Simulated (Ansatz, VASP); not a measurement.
**TiC in VASP and in Ansatz**

```
Ti C
1.0
     5.08115   -0.42908   -0.20822
    -0.50730    5.12400    0.48400
    -0.23452    0.36948    6.31055
Ti C
7 7
Direct
  0.70697 0.23631 0.20060
  0.19250 0.13972 0.99808
  0.65090 0.73454 0.99319
  0.14846 0.05072 0.49892
  0.19582 0.59236 0.23118
  0.58604 0.79756 0.49960
  0.69266 0.28887 0.71380
  0.32779 0.41772 0.61137
  0.91668 0.64541 0.56897
  0.83232 0.61880 0.33199
  0.94916 0.44868 0.97184
  0.19100 0.63317 0.66226
  0.18494 0.63672 0.89956
  0.91602 0.90248 0.22276
```

Alike in both runs: functional PBE; k mesh 3 × 3 × 3; occupations gaussian, width 0.1 eV; no spin polarisation.

Ansatz relaxed the structure, and its values are those at the end. VASP's run is a single point on that final structure, the one shown.

|  | VASP | Ansatz |
| --- | --- | --- |
| version | VASP 6.6.1 | Ansatz 0.2.0 |
| potentials or method | VASP PAW PBE potentials, release 64 (Ti_sv, C), cutoff 520 eV | scalar-relativistic, plane waves, PAW |
| valence electrons in the cell | 112 | 112 |

VASP gave:

```
rms of the force components (eV/Å) : 0.022
```

**Question.** Which values does Ansatz return?

**Answer.** rms of the force components (eV/Å): 0.012.

With one functional, cell and mesh, what is left measures potentials, basis and numerics.

The k mesh is coarse, so the values compare programs but aren't converged.
